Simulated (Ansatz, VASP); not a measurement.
**One calculation of Rh, two programs**

The input POSCAR:

```
Rh
1.0
    0.0000000000      1.8978500000      1.8978500000
    1.8978500000      0.0000000000      1.8978500000
    1.8978500000      1.8978500000      0.0000000000
Rh
1
Direct
    0.0000000000      0.0000000000      0.0000000000
```

INCAR.step1

```
SYSTEM = Rh
PREC = Accurate
ENCUT = 520
EDIFF = 1E-5
ISMEAR = -1
SIGMA = 0.05
LREAL = .False.
LASPH = .True.
NELM = 100
ALGO = Normal
ISIF = 2
LWAVE = .True.
LCHARG = .False.
GGA = PE
NBANDS = 14
```

The input INCAR.step2:

```
SYSTEM = Rh
PREC = Accurate
ENCUT = 520
EDIFF = 1E-6
ISMEAR = -1
SIGMA = 0.05
LREAL = .False.
LASPH = .True.
NELM = 100
ALGO = Normal
ISIF = 2
LWAVE = .False.
LCHARG = .False.
GGA = PE
LHFCALC = .True.
AEXX = 0.25
HFSCREEN = 0.3
PRECFOCK = Normal
ISTART = 1
NBANDS = 14
```

File KPOINTS:

```
Automatic mesh
0
Gamma
  6 6 6
  0 0 0
```

The input input.yaml:

```yaml
crystal:
  lattice:
    - [0.0, 1.89785, 1.89785]
    - [1.89785, 0.0, 1.89785]
    - [1.89785, 1.89785, 0.0]
  atoms:
    - { symbol: Rh, position: [0.0, 0.0, 0.0] }
hamiltonian:
  xc: { exchange: pbe, correlation: pbe, exx: { coeff: 0.25, omega: 0.3 } }
  pseudopotentials: { kind: paw }
kpoints:
  mp_grid: { grid: [6, 6, 6] }
  band_path:
    path:
      - [[0.0, 0.0, 0.0], [0.5, 0.0, 0.5], [0.5, 0.25, 0.75], [0.375, 0.375, 0.75], [0.0, 0.0, 0.0], [0.5, 0.5, 0.5], [0.625, 0.25, 0.625], [0.5, 0.25, 0.75], [0.5, 0.5, 0.5], [0.375, 0.375, 0.75]]
      - [[0.625, 0.25, 0.625], [0.5, 0.0, 0.5]]
    npoints: 4
scf:
  occupations: { method: fermi_dirac, width: 0.05 }
  n_extra_bands: 6
output:
  forces: true
  stress: true
  eigenvalues: true
  fatbands: false
```

Alike in both runs: functional PBE-based screened hybrid with a share of 0.25 of exact exchange and HFSCREEN = 0.3; k mesh 6 × 6 × 6; occupations fermi-dirac, width 0.05 eV; no spin polarisation.

|  | VASP | Ansatz |
| --- | --- | --- |
| version | VASP 6.6.1 | Ansatz 0.2.0 |
| potentials or method | VASP PAW PBE potentials, release 64 (Rh_pv) | Ansatz PAW |
| plane-wave cutoff (eV) | 520 | 420 |
| valence electrons in the cell | 15 | 17 |
| task | single point | band structure |

|  | VASP | Ansatz | Ansatz less VASP |
| --- | --- | --- | --- |
| gap on the k mesh at the Fermi level (eV) | none | none | - |
| pressure (GPa) | -1.0 | -1.7 | -0.68 |

VASP's potentials were made for PBE, not for PBE-based screened hybrid. A gap of «none» marks a metal or a gap that the smearing closes. VASP's potentials hold 15 valence electrons a cell and Ansatz's 17, so a difference there can come from the potentials and not from the codes.

The k mesh is coarse, so the values compare programs but aren't converged.
